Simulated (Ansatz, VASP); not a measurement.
**ZnSe: VASP beside Ansatz**

File INCAR:

```
  PREC = Accurate
  ENCUT = 520
  EDIFF = 1E-6
  ISMEAR = -1
  SIGMA = 0.08
  LREAL = False
  LASPH = True
  NELM = 60
  ALGO = Normal
  ISIF = 2
  LWAVE = False
  LCHARG = True
  GGA = PE
  LELF = True
  LVHAR = True
  NBANDS = 26
```

The input KPOINTS:

```
Automatic mesh
0
Gamma
  10 10 6
```

POSCAR

```
ZnSe
1.0
    3.8191490788      0.0000000000      0.0000000000
   -1.9095745394      3.3074801231      0.0000000000
    0.0000000000      0.0000000000      6.1800139060
Zn Se
2 2
Direct
    0.0000000000      0.0000000000      0.0000000000
    0.0000000000      0.0000000000      0.5000000000
    0.3333333333      0.6666666667      0.2500000000
    0.6666666667      0.3333333333      0.7500000000
```

Input for Ansatz:

```yaml
crystal:
  lattice:
    - [3.8191490788, 0.0, 0.0]
    - [-1.9095745394, 3.3074801231, 0.0]
    - [0.0, 0.0, 6.180013906]
  atoms:
    - { symbol: Zn, position: [0.0, 0.0, 0.0] }
    - { symbol: Zn, position: [0.0, 0.0, 0.5] }
    - { symbol: Se, position: [0.3333333333, 0.6666666667, 0.25] }
    - { symbol: Se, position: [0.6666666667, 0.3333333333, 0.75] }
kpoints:
  mp_grid: { grid: [10, 10, 6] }
scf:
  occupations: { method: fermi_dirac, width: 0.08 }
hamiltonian:
  xc: pbe
  pseudopotentials: { kind: all_electron, lapw: { basis_error: 0.0005 } }
output:
  forces: true
  stress: true
  eigenvalues: true
  populations: true
```

Alike in both runs: task single point; functional PBE; k mesh 10 × 10 × 6; occupations fermi-dirac, width 0.08 eV; no spin polarisation.

```csv
,VASP,Ansatz
version,VASP 6.6.1,Ansatz 0.2.0
potentials or method,"VASP PAW PBE potentials, release 64 (Zn, Se), cutoff 520 eV","all-electron LAPW, scalar-relativistic"
```

|  | VASP | Ansatz | Ansatz less VASP |
| --- | --- | --- | --- |
| pressure (GPa) | 0.2 | 0.0 | -0.18 |

Ansatz ran all-electron here, and VASP with PAW potentials.
